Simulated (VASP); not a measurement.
Set up this calculation in VASP 6.6.1, as the native input.

```
Task                   : single point
Functional             : PBE
Potentials or basis    : VASP PAW PBE potentials, release 64 (Mg, Cl, K_sv, Na_pv)
Cutoff                 : 520 eV
k mesh                 : 1 × 1 × 1
Occupations            : fermi-dirac, width 0.05 eV
Spin                   : no spin polarisation
Dipole correction      : no
Further INCAR settings : LREAL = Auto; ALGO = Normal; EDIFF = 1e-06; NBANDS = 86; ISYM = 0
```

The structure of K7NaMgCl10 lies in POSCAR:

```
K7NaMgCl10
1.0
    8.9716240000      0.2219080000     -0.0252420000
    0.2219080000      8.8394450000     -0.1974920000
   -0.0252420000     -0.1974920000      8.4038290000
Mg Cl K Na
1 10 7 1
Direct
    0.3691587936      0.8476846784      0.1752596642
    0.3094368166      0.9031515713      0.9195519107
    0.8927420618      0.1013914357      0.7047253808
    0.6243245855      0.7899490936      0.1472727286
    0.4519719283      0.3216156814      0.1377185566
    0.8746440005      0.0685135791      0.2189532471
    0.2967970010      1.0219851221      0.3922736452
    0.8829931461      0.6716850962      0.6401155885
    0.9239483523      0.4649584556      0.0700900601
    0.4595024934      0.3021622827      0.6735926440
    0.1702502971      0.6878593928      0.2385371222
    0.1791411820      0.2552984672      0.8720030223
    0.6406924552      0.5175114501      0.8600641125
    0.6456562101      0.0463877630      0.4482832607
    0.6586062235      0.1028478466      0.9348372230
    0.7262970754      0.4758860688      0.3496235921
    0.2208879626      0.3696755925      0.3786830534
    1.0143694357      0.7893763442      0.9647452639
    0.0159337452      0.9035255390      0.4709260821
```

One way to write it, as run:

INCAR

```
PREC = Accurate
ENCUT = 520
EDIFF = 1E-6
ISMEAR = -1
SIGMA = 0.05
LREAL = Auto
LASPH = T
NELM = 80
ALGO = Normal
ISIF = 2
LWAVE = F
LCHARG = F
GGA = PE
ISYM = 0
NBANDS = 86
```

KPOINTS

```
regular mesh
0
Gamma
  1 1 1
```

Potentials or basis: VASP PAW PBE potentials, release 64 (Mg, Cl, K_sv, Na_pv).

Launch:

```console
$ cat potpaw_PBE.64/Mg/POTCAR potpaw_PBE.64/Cl/POTCAR potpaw_PBE.64/K_sv/POTCAR potpaw_PBE.64/Na_pv/POTCAR > POTCAR
$ mpirun -np 1 vasp_gam > vasp.out
```

It gave:

```json
{"Pressure": "0.4 GPa", "Largest force": "0.848 eV/Å", "Band gap on the k mesh": "3.77 eV"}
```

Caveat: the k points lie up to 0.75 Å⁻¹ apart.

Run time: 100 s on 1 thread of Intel(R) Xeon(R) Platinum 8488C (Sapphire Rapids), on a shared host, peak memory 0.62 GiB.
